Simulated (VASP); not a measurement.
# AgBr (Fm-3m) in VASP: further runs, part 2 of 2

VASP 6.6.1. The steps go on from the part before.

### 5 Single point, PBE

This run uses another cell than the first one, of 26.48 Å³/atom, 1.273 times its volume.

The input, INCAR:

```
SYSTEM = AgBr
PREC = Accurate
ENCUT = 500
EDIFF = 1E-6
ISMEAR = 0
SIGMA = 0.01
LREAL = .False.
LASPH = .True.
NELM = 120
ALGO = Normal
ISIF = 2
LWAVE = .False.
LCHARG = .True.
GGA = PE
LELF = .True.
LVHAR = .True.
NBANDS = 16
GGA_COMPAT = .False.
```

The input, KPOINTS:

```
regular mesh
0
Gamma
  5 5 5
  0 0 0
```

The input, POSCAR:

```
AgBr
1.0
    0.0000000000      2.9806473893      2.9806473893
    2.9806473893      0.0000000000      2.9806473893
    2.9806473893      2.9806473893      0.0000000000
Ag Br
1 1
Direct
    0.0000000000      0.0000000000      0.0000000000
    0.5000000000      0.5000000000      0.5000000000
```

Potentials or basis: VASP PAW PBE potentials, release 64 (Ag, Br).

The run is started by

```
$ cat potpaw_PBE.64/Ag/POTCAR potpaw_PBE.64/Br/POTCAR > POTCAR
$ mpirun -np 1 vasp_std > vasp.out
```

OUTCAR:

```text
SYSTEM = AgBr
   PREC = Accurate
   ENCUT = 500
   EDIFF = 1E-6
   ISMEAR = 0
   LREAL = .False.
   LASPH = .True.
   NELM = 120
   ISIF = 2
   GGA = PE

 ion  position               nearest neighbor table
   1  0.000  0.000  0.000-   2 2.98   2 2.98   2 2.98   2 2.98   2 2.98   2 2.98
   2  0.500  0.500  0.500-   1 2.98   1 2.98   1 2.98   1 2.98   1 2.98   1 2.98

  LATTYP: Found a face centered cubic cell.
 ALAT       =     5.9612947786

  Lattice vectors:

 A1 = (   0.0000000000,   2.9806473893,   2.9806473893)
 A2 = (   2.9806473893,   0.0000000000,   2.9806473893)
 A3 = (   2.9806473893,   2.9806473893,   0.0000000000)

Analysis of symmetry for initial positions (statically):
=====================================================================
 Subroutine PRICEL returns:
 Original cell was already a primitive cell.

 Routine SETGRP: Setting up the symmetry group for a
 face centered cubic supercell.

 Subroutine GETGRP returns: Found 48 space group operations
 (whereof 48 operations were pure point group operations)
 out of a pool of 48 trial point group operations.

The static configuration has the point symmetry O_h .

Analysis of symmetry for dynamics (positions and initial velocities):
=====================================================================
 Subroutine PRICEL returns:
 Original cell was already a primitive cell.

 Routine SETGRP: Setting up the symmetry group for a
 face centered cubic supercell.

 Subroutine GETGRP returns: Found 48 space group operations
 (whereof 48 operations were pure point group operations)
 out of a pool of 48 trial point group operations.

The dynamic configuration has the point symmetry O_h .

 Subroutine INISYM returns: Found 48 space group operations
 (whereof 48 operations are pure point group operations),
 and found     1 'primitive' translations

----------------------------------------------------------------------------------------

                                     Primitive cell

[... 94 lines left out ...]
     AMIX     =   0.40;   BMIX     =  1.00
     AMIX_MAG =   1.60;   BMIX_MAG =  1.00
  volume/ion in A,a.u.               =      26.48       178.70
  Fermi-wavevector in a.u.,A,eV,Ry     =   1.142471  2.158957 17.758858  1.305239
  Thomas-Fermi vector in A             =   2.279168
   LORBIT       =      0    0 simple, 1 ext, 2 COOP (PROOUT), +10 PAW based schemes
   GGA     = PE    functional components
   LHFCALC =     F    Hartree Fock is set to
   AEXX    =    0.0000 exact exchange contribution
   IVDW    =     0    specifies the selected vdW correction
   LEPSILON=     F    determine dielectric tensor
   LRPA    =     F    only Hartree local field effects (RPA)
 non-spin polarized calculation
 Gauss-broadening in eV      SIGMA  =   0.01
  energy-cutoff  :      500.00
  volume of cell :       52.96
 maximum number of plane-waves:      1363
   NGX = 15   NGY = 15   NGZ = 15

 number of electron      18.0000001 magnetization

 Free energy of the ion-electron system (eV)
  ---------------------------------------------------
  ext. energy  EPLUGINS =         0.00000000
  ---------------------------------------------------
  free energy    TOTEN  =        -4.97561300 eV

  energy without entropy =       -4.97561300  energy(sigma->0) =       -4.97561300

 E-fermi :   2.2636     XC(G=0):  -9.2905

 val. band max:        2.2028122589   @ k =   0.4000   0.0000   0.0000
 cond. band min:       3.0316488300   @ k =   0.0000   0.0000   0.0000
 fundamental gap:      0.8288365712
 Fermi energy:         2.2636168573

 k-point     1 :       0.0000    0.0000    0.0000
  band No.  band energies     occupation
      1     -12.0842      2.00000
      2      -0.0588      2.00000
      3      -0.0588      2.00000
      4      -0.0585      2.00000
      5      -0.0585      2.00000
      6      -0.0585      2.00000
[... 167 lines left out ...]
      3      -1.0459      2.00000
      4      -0.7793      2.00000
      5       0.1649      2.00000
      6       0.1743      2.00000
[... 8 lines left out ...]
     15      15.0129      0.00000
     16      17.2007      0.00000

------------------------ aborting loop because EDIFF is reached ----------------------------------------

  FORCE on cell =-STRESS in cart. coord.  units (eV):
  Direction    XX          YY          ZZ          XY          YZ          ZX
  --------------------------------------------------------------------------------------
  -------------------------------------------------------------------------------------
  Total       -0.6615942     -0.6615942     -0.6615942     -0.0000000      0.0000000     -0.0000000
  in kB      -20.0143036    -20.0143036    -20.0143036     -0.0000000      0.0000000     -0.0000000
  external PRESSURE =     -20.0143036 kB  Pullay stress =       0.0000000 kB

 VOLUME and BASIS-vectors are now :
 -----------------------------------------------------------------------------
  energy-cutoff  :      500.00
  volume of cell :       52.96
      direct lattice vectors                 reciprocal lattice vectors
     0.000000000  2.980647389  2.980647389    -0.167748792  0.167748792  0.167748792
     2.980647389  0.000000000  2.980647389     0.167748792 -0.167748792  0.167748792
     2.980647389  2.980647389  0.000000000     0.167748792  0.167748792 -0.167748792

 POSITION                                       TOTAL-FORCE (eV/Angst)
 -----------------------------------------------------------------------------------
      0.00000      0.00000      0.00000        -0.000000      0.000000     -0.000000
      2.98065      2.98065      2.98065         0.000000     -0.000000      0.000000
 -----------------------------------------------------------------------------------
    total drift:                                0.000000     -0.000000     -0.000000

  FREE ENERGIE OF THE ION-ELECTRON SYSTEM (eV)
  ---------------------------------------------------
  free  energy   TOTEN  =        -4.9756130013 eV

  energy  without entropy=       -4.9756130013  energy(sigma->0) =       -4.97561300
```

Run time: 8.6 s. Hardware: 1 thread of Intel Xeon Platinum 8375C at 2.90GHz (Ice Lake), shared host; peak memory 0.17 GiB.

What came out:

```
Free energy            : -4.9756 eV
Pressure               : -2.0 GPa
Band gap on the k mesh : 0.83 eV, indirect (least direct gap 2.26 eV)
```

A k mesh can miss the band edges. Expect the measured gap to be larger: semilocal functionals such as PBE lack the derivative discontinuity.

### 6 Overview

| cell | gap on the mesh (eV) | pressure (GPa) |
| --- | --- | --- |
| a = 3.890 Å, angles 60.0°, 2 atoms | 0.87 | 11.4 |
| a = 3.948 Å, angles 60.0°, 2 atoms | 0.84 | 7.6 |
| a = 4.059 Å, angles 60.0°, 2 atoms | 0.81 | 2.3 |
| a = 4.215 Å, angles 60.0°, 2 atoms | 0.83 | -2.0 |

Alike in all rows: task single point; level PBE; potentials or basis VASP PAW PBE potentials, release 64 (Ag, Br); no spin polarisation; k mesh 5 × 5 × 5; cutoff (eV) 500; smearing gaussian 0.01 eV.

Absolute energies hang on the potentials; compare differences alone.
